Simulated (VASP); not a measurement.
# C in VASP: single point with PBE+D3(BJ)

Aim: the single point of C with PBE+D3(BJ).

All numbers are computed with VASP 6.6.1; they aren't measurements. Logs are shortened: lines on timing, memory, paths and dates and some standing lists are left out, and cuts for length are marked.

## 1. The cell of the first run

The cell holds a slab with vacuum, 2 atoms: a = 2.456 Å, b = 2.456 Å, c = 8.524 Å, α = 90.00°, β = 90.00°, γ = 120.00°.

## 2. Single point, PBE+D3(BJ) (atom 1 (C) moved by (+0.000, -0.600) A along x and y)

Contents of INCAR:

```
SYSTEM = C
ALGO = Normal ; EDIFF = 1E-6
ENCUT = 520 ; GGA = PE
ISIF = 2 ; ISMEAR = 0
IVDW = 12 ; LASPH = .TRUE.
LCHARG = .FALSE. ; LREAL = .FALSE.
LWAVE = .FALSE. ; NBANDS = 11
NELM = 100 ; PREC = Accurate
SIGMA = 0.15
```

Contents of KPOINTS:

```
k-points
0
G
  30 30 8
  0 0 0
```

Contents of POSCAR:

```
C
1.0
    2.4561701622      0.0000000000      0.0000000000
   -1.2280850811      2.1271057565      0.0000000000
    0.0000000000      0.0000000000      8.5238033600
C
2
Direct
    0.1922966223      0.3845932445      0.0000000000
    0.6666666667      0.3333333333      0.0000000000
```

Potentials or basis: VASP PAW PBE potentials, release 64 (C).

Launch:

```bash
$ cat potpaw_PBE.64/C/POTCAR > POTCAR
$ mpirun -np 1 vasp_std > vasp.out
```

OUTCAR:

```text
SYSTEM = C
   EDIFF = 1E-6
   ENCUT = 520
   GGA = PE
   ISIF = 2
   ISMEAR = 0
   IVDW = 12
   LASPH = .TRUE.
   LREAL = .FALSE.
   NELM = 100
   PREC = Accurate
 IVDW          = 12

 ion  position               nearest neighbor table
   1  0.192  0.385  0.000-   2 1.23   2 1.23   2 2.02
   2  0.667  0.333  0.000-   1 1.23   1 1.23   1 2.02

  LATTYP: Found a hexagonal cell.
 ALAT       =     2.4561701622
 C/A-ratio  =     3.4703635323

  Lattice vectors:

 A1 = (   2.4561701622,   0.0000000000,   0.0000000000)
 A2 = (  -1.2280850811,   2.1271057565,   0.0000000000)
 A3 = (   0.0000000000,   0.0000000000,   8.5238033600)

Analysis of symmetry for initial positions (statically):
=====================================================================
 Subroutine PRICEL returns:
 Original cell was already a primitive cell.

 Routine SETGRP: Setting up the symmetry group for a
 hexagonal supercell.

 Subroutine GETGRP returns: Found  8 space group operations
 (whereof  4 operations were pure point group operations)
 out of a pool of 24 trial point group operations.

The static configuration has the point symmetry C_2v.
 The point group associated with its full space group is D_2h.

Analysis of symmetry for dynamics (positions and initial velocities):
=====================================================================
 Subroutine PRICEL returns:
 Original cell was already a primitive cell.

 Routine SETGRP: Setting up the symmetry group for a
 hexagonal supercell.

 Subroutine GETGRP returns: Found  8 space group operations
 (whereof  4 operations were pure point group operations)
 out of a pool of 24 trial point group operations.

The dynamic configuration has the point symmetry C_2v.
 The point group associated with its full space group is D_2h.

 Subroutine INISYM returns: Found  8 space group operations
 (whereof  4 operations are pure point group operations),
 and found     1 'primitive' translations

----------------------------------------------------------------------------------------

                                     Primitive cell

  volume of cell :      44.5329

  direct lattice vectors                    reciprocal lattice vectors
     2.456170162  0.000000000  0.000000000     0.407137916  0.235061185  0.000000000
    -1.228085081  2.127105756  0.000000000     0.000000000  0.470122370  0.000000000
     0.000000000  0.000000000  8.523803360     0.000000000  0.000000000  0.117318521

  length of vectors
     2.456170162  2.456170162  8.523803360     0.470122370  0.470122370  0.117318521

  position of ions in fractional coordinates (direct lattice)
     0.192296622  0.384593245  0.000000000
     0.666666667  0.333333333  0.000000000

  ion indices of the primitive-cell ions
   primitive index   ion index
                 1           1
                 2           2

----------------------------------------------------------------------------------------

 KPOINTS: k-points

Automatic generation of k-mesh.
 Grid dimensions read from file:
 generate k-points for:   30   30    8

 Generating k-lattice:

  Cartesian coordinates                     Fractional coordinates (reciprocal lattice)
     0.013571264  0.007835373  0.000000000     0.033333333  0.000000000  0.000000000
     0.000000000  0.015670746  0.000000000     0.000000000  0.033333333  0.000000000
     0.000000000  0.000000000  0.014664815     0.000000000  0.000000000  0.125000000

  Length of vectors
     0.015670746  0.015670746  0.014664815

  Shift w.r.t. Gamma in fractional coordinates (k-lattice)
     0.000000000  0.000000000  0.000000000

 Subroutine IBZKPT returns following result:
 ===========================================

 Found   1205 irreducible k-points:

 Following reciprocal coordinates:
            Coordinates               Weight
  0.000000  0.000000  0.000000      1.000000
  0.033333 -0.000000  0.000000      4.000000
  0.000000  0.033333  0.000000      2.000000
  0.066667  0.000000  0.000000      4.000000
  0.000000  0.066667  0.000000      2.000000
  0.100000 -0.000000  0.000000      4.000000
[... 16 lines left out ...]
  0.000000  0.366667  0.000000      2.000000
  0.400000  0.000000  0.000000      4.000000
 [... further k-points ...]
   k-points           NKPTS =   1205   k-points in BZ     NKDIM =   1205   number of bands    NBANDS=     11
   number of dos      NEDOS =    301   number of ions     NIONS =      2
   total plane-waves  NPLWV =  20736
   dimension x,y,z NGX =    18 NGY =   18 NGZ =   64
   dimension x,y,z NGXF=    36 NGYF=   36 NGZF=  128
   ions per type =               2
   NGX,Y,Z   is equivalent  to a cutoff of  12.18, 12.18, 12.48 a.u.
   NGXF,Y,Z  is equivalent  to a cutoff of  24.37, 24.37, 24.96 a.u.
 SYSTEM =  C
   PREC   = accura    normal or accurate (medium, high low for compatibility)
   ISTART =      0    job   : 0-new  1-cont  2-samecut
   ICHARG =      2    charge: 1-file 2-atom 10-const
   ISPIN  =      1    spin polarized calculation?
   LNONCOLLINEAR =      F non collinear calculations
   LSORBIT =      F    spin-orbit coupling
   LASPH  =      T    aspherical Exc in radial PAW
   ENCUT  =  520.0 eV  38.22 Ry    6.18 a.u.   4.57  4.57 15.85*2*pi/ulx,y,z
   NELM   =    100;   NELMIN=  2; NELMDL= -5     # of ELM steps
   EDIFF  = 0.1E-05   stopping-criterion for ELM
   LREAL  =      F    real-space projection
   EDIFFG = 0.1E-04   stopping-criterion for IOM
   NSW    =      0    number of steps for IOM
   IBRION =     -1    ionic relax: 0-MD 1-quasi-New 2-CG
   NFREE  =      0    steps in history (QN), initial steepest desc. (CG)
   ISIF   =      2    stress and relaxation
   ISYM   =      2    0-nonsym 1-usesym 2-fastsym
   POTIM  = 0.5000    time-step for ionic-motion
   TEBEG  =    0.0;   TEEND  =   0.0 temperature during run
   PSTRESS=    0.0 pullay stress
   NELECT =       8.0000    total number of electrons
   NUPDOWN=      -1.0000    fix difference up-down
   EMIN   =  10.00;   EMAX   =-10.00  energy-range for DOS
   EFERMI =   0.00;   METHOD = LEGACY
   ISMEAR =     0;   SIGMA  =   0.15  broadening in eV -4-tet -1-fermi 0-gaus
   EFERMI_NEDOS =   21; number of points for ismear=-14 and -15
   IALGO  =     38    algorithm
   IMIX   =      4    mixing-type and parameters
     AMIX     =   0.40;   BMIX     =  1.00
     AMIX_MAG =   1.60;   BMIX_MAG =  1.00
  volume/ion in A,a.u.               =      22.27       150.26
  Fermi-wavevector in a.u.,A,eV,Ry     =   0.923729  1.745594 11.609511  0.853275
  Thomas-Fermi vector in A             =   2.049397
   LORBIT       =      0    0 simple, 1 ext, 2 COOP (PROOUT), +10 PAW based schemes
   GGA     = PE    functional components
   LHFCALC =     F    Hartree Fock is set to
   AEXX    =    0.0000 exact exchange contribution
   IVDW    =    12    specifies the selected vdW correction
   LEPSILON=     F    determine dielectric tensor
   LRPA    =     F    only Hartree local field effects (RPA)
 non-spin polarized calculation
 Gauss-broadening in eV      SIGMA  =   0.15
  energy-cutoff  :      520.00
  volume of cell :       44.53
 maximum number of plane-waves:      1222
   NGX =  9   NGY =  9   NGZ = 31

 number of electron       7.9999997 magnetization

 Free energy of the ion-electron system (eV)
  ---------------------------------------------------
  ext. energy  EPLUGINS =         0.00000000
  ---------------------------------------------------
  free energy    TOTEN  =       -14.77251800 eV

  energy without entropy =      -14.76804778  energy(sigma->0) =      -14.77028289

 E-fermi :  -0.5668     XC(G=0):  -4.9541

 val. band max:       -0.6026782329   @ k =  -0.3000   0.1667   0.5000
 cond. band min:      -0.5599113410   @ k =  -0.2667   0.2333   0.0000
 fundamental gap:      0.0427668919
 Fermi energy:        -0.5668444564

 k-point     1 :       0.0000    0.0000    0.0000
  band No.  band energies     occupation
      1     -20.4969      2.00000
      2     -10.1842      2.00000
      3      -8.7985      2.00000
      4      -0.4927      0.48450
      5       2.2668      0.00000
      6       4.4861      0.00000
      7       6.2048      0.00000
      8       6.8508      0.00000
      9      12.0288      0.00000
     10      12.1809      0.00000
     11      12.6641      0.00000

 k-point     2 :       0.0333   -0.0000    0.0000
  band No.  band energies     occupation
      1     -20.4727      2.00000
      2     -10.2101      2.00000
      3      -8.7657      2.00000
      4      -0.5074      0.57534
      5       2.3026      0.00000
      6       4.5217      0.00000
      7       6.2149      0.00000
      8       6.7041      0.00000
      9      11.8759      0.00000
     10      12.2243      0.00000
     11      12.6963      0.00000

 k-point     3 :       0.0000    0.0333    0.0000
  band No.  band energies     occupation
      1     -20.4700      2.00000
      2     -10.1990      2.00000
      3      -8.7733      2.00000
      4      -0.6549      1.59335
      5       2.3033      0.00000
      6       4.5189      0.00000
      7       6.2405      0.00000
      8       6.8699      0.00000
      9      12.0013      0.00000
     10      12.2063      0.00000
     11      12.6854      0.00000
[... 267 lines left out ...]
 k-point    23 :       0.0000    0.3667    0.0000
  band No.  band energies     occupation
      1     -17.4387      2.00000
      2     -11.2233      2.00000
      3      -9.6048      2.00000
      4      -6.3720      2.00000
      5       6.3999      0.00000
      6       6.6802      0.00000
      7       7.3065      0.00000
      8      10.0884      0.00000
      9      10.5891      0.00000
     10      11.8746      0.00000
     11      14.6513      0.00000

 k-point    24 :       0.4000    0.0000    0.0000
  band No.  band energies     occupation
      1     -17.2025      2.00000
      2     -13.8621      2.00000
      3      -4.1648      2.00000
      4      -2.1522      2.00000
      5       0.4892      0.00000
      6       1.3225      0.00000
      7       7.4004      0.00000
      8       9.5538      0.00000
      9      11.1622      0.00000
     10      13.1555      0.00000
     11      15.5809      0.00000

 [... further k-points ...]

------------------------ aborting loop because EDIFF is reached ----------------------------------------

 Edisp (eV)   -0.19416

 E8    (eV) :    -0.0598

  FORCE on cell =-STRESS in cart. coord.  units (eV):
  Direction    XX          YY          ZZ          XY          YZ          ZX
  --------------------------------------------------------------------------------------
  -------------------------------------------------------------------------------------
  Total      13.00384     8.06520    -0.03040     0.00000     0.00000     0.00000
  in kB     467.84402   290.16493    -1.09366     0.00000     0.00000     0.00000
  external pressure =      252.31 kB  Pullay stress =        0.00 kB

 VOLUME and BASIS-vectors are now :
 -----------------------------------------------------------------------------
  energy-cutoff  :      520.00
  volume of cell :       44.53
      direct lattice vectors                 reciprocal lattice vectors
     2.456170162  0.000000000  0.000000000     0.407137916  0.235061185  0.000000000
    -1.228085081  2.127105756  0.000000000     0.000000000  0.470122370  0.000000000
     0.000000000  0.000000000  8.523803360     0.000000000  0.000000000  0.117318521

 POSITION                                       TOTAL-FORCE (eV/Angst)
 -----------------------------------------------------------------------------------
      0.00000      0.81807      0.00000         0.000000      3.715503      0.000000
      1.22809      0.70904      0.00000         0.000000     -3.715503      0.000000
 -----------------------------------------------------------------------------------
    total drift:                               -0.000000     -0.000003     -0.000000

  FREE ENERGIE OF THE ION-ELECTRON SYSTEM (eV)
  ---------------------------------------------------
  free  energy   TOTEN  =       -14.9666798122 eV

  energy  without entropy=      -14.9622095978  energy(sigma->0) =      -14.96444471
```

Run time: 10 min. Hardware: 1 thread of Intel Xeon 8259CL, shared host; peak memory 0.51 GiB.

What came out:

* Free energy: -14.9667 eV
* Largest force: 3.716 eV/Å
* Band gap on the k mesh: zero (bands 4 and 5 overlap by 2.12 eV)
* Dispersion energy per atom: -0.097 eV

Forces on the atoms (eV/Å):
```
C    0.000  3.716  0.000
C    0.000 -3.716  0.000
```

Levels at points of the mesh, in eV from the Fermi level:
```tsv
k point	band 1	band 2	band 3	band 4	band 5	band 6	band 7	band 8	band 9
(0.00, 0.00, 0.00)	-19.93	-9.62	-8.23	0.07	2.83	5.05	6.77	7.42	12.60
(0.50, 0.00, 0.00)	-15.02	-14.99	-1.83	-1.29	-0.85	0.80	10.72	10.80	12.84
(0.00, 0.50, 0.00)	-15.47	-11.22	-10.84	-5.12	6.84	7.52	10.83	11.08	11.17
(0.00, 0.00, 0.50)	-19.93	-9.62	-8.23	0.07	3.57	3.58	7.35	8.65	10.87
(0.50, 0.00, 0.50)	-15.02	-14.99	-1.83	-1.29	-0.85	0.80	11.19	11.30	11.67
(0.00, 0.50, 0.50)	-15.47	-11.22	-10.84	-5.12	6.84	7.49	11.02	11.40	11.65
```

Caveat: the cell differs from its parent crystal (atom 1 (C) moved by (+0.000, -0.600) A along x and y); there is no dipole correction, which matters where the two faces differ.

The gap in the log of VASP goes by the Fermi energy; the results here count the filled bands.